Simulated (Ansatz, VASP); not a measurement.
One calculation of AlN, two programs

```
CELL_PARAMETERS angstrom
3.16120 0.00000 0.00000
-1.58060 2.73768 0.00000
0.00000 0.00000 5.61900
ATOMIC_POSITIONS crystal
Al 0.33333 0.66667 0.00173
Al 0.66667 0.33333 0.50173
N 0.33333 0.66667 0.38327
N 0.66667 0.33333 0.88327
```

Alike in both runs: task relaxation of the atoms; functional PBE; k mesh 9 × 9 × 6; occupations gaussian, width 0.05 eV; no spin polarisation.

```csv
,VASP,Ansatz
version,VASP 6.6.1,Ansatz 0.2.0
potentials or method,"VASP PAW PBE potentials, release 64 (Al, N), cutoff 520 eV","scalar-relativistic, plane waves, PAW"
valence electrons in the cell,16,16
```

```tsv
	VASP	Ansatz	Ansatz less VASP
gap on the k mesh at the Fermi level, each at its own relaxed structure (eV)	2.67	2.67	+0.003
```

Ansatz's warnings: stress scf threshold loose.
